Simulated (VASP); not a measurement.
Here is a VASP 6.6.1 calculation.

The input INCAR:

```
SYSTEM = Bi3S5
  ALGO = Normal
  EDIFF = 1E-6
  ENCUT = 520
  GGA = PE
  ISIF = 2
  ISMEAR = 0
  LASPH = .TRUE.
  LCHARG = .TRUE.
  LELF = .TRUE.
  LREAL = .FALSE.
  LVHAR = .TRUE.
  LWAVE = .FALSE.
  NBANDS = 48
  NELM = 80
  PREC = Accurate
  SIGMA = 0.1
```

Contents of KPOINTS:

```
k-points
0
G
  3 3 4
  0 0 0
```

The input POSCAR:

```
Bi3S5
1.0
    7.6916768700      0.0000000000      0.0000000000
   -3.8458384400      6.6611875700      0.0000000000
    0.0000000000      0.0000000000      4.2739203000
Bi S
3 5
Direct
    0.6453004900      0.0000000000      0.5000000000
    0.0000000000      0.6453004900      0.5000000000
    0.3546995100      0.3546995100      0.5000000000
    0.2293146400      0.0000000000      0.0000000000
    0.0000000000      0.2293146400      0.0000000000
    0.7706853600      0.7706853600      0.0000000000
    0.3333333300      0.6666666700      0.0000000000
    0.6666666700      0.3333333300      0.0000000000
```

Potentials or basis: VASP PAW PBE potentials, release 64 (Bi_d, S).

Run with:

```console
$ cat potpaw_PBE.64/Bi_d/POTCAR potpaw_PBE.64/S/POTCAR > POTCAR
$ mpirun -np 1 vasp_std > vasp.out
```

(1) What does it give for the largest force?

(2) What does it give for the pressure?

## Answers

(1) 0.481 eV/Å.

(2) -8.2 GPa.

Caveat: the k points lie up to 0.37 Å⁻¹ apart.
